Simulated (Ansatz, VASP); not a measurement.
## Al in VASP and in Ansatz

```
CELL_PARAMETERS angstrom
2.83547 0.00000 0.00000
-1.41773 2.45559 0.00000
0.00000 0.00000 4.67071
ATOMIC_POSITIONS crystal
Al 0.33333 0.66667 0.25000
Al 0.66667 0.33333 0.75000
```

Alike in both runs: functional PBEsol; k mesh 12 × 12 × 6; occupations gaussian, width 0.1 eV; no spin polarisation.

Ansatz relaxed the structure, and its values are those at the end. VASP's run is a single point on that final structure, the one shown.

```csv
,VASP,Ansatz
version,VASP 6.6.1,Ansatz 0.2.0
potentials or method,"VASP PAW PBE potentials, release 64 (Al), cutoff 520 eV","scalar-relativistic, plane waves, PAW"
valence electrons in the cell,6,6
```

|  | VASP | Ansatz | Ansatz less VASP |
| --- | --- | --- | --- |
| gap on the k mesh at the Fermi level (eV) | none | none | - |
| pressure (GPa) | 0.1 | 0.0 | -0.06 |

VASP's potentials were made for PBE, not for PBEsol. A gap of «none» marks a metal or a gap that the smearing closes.
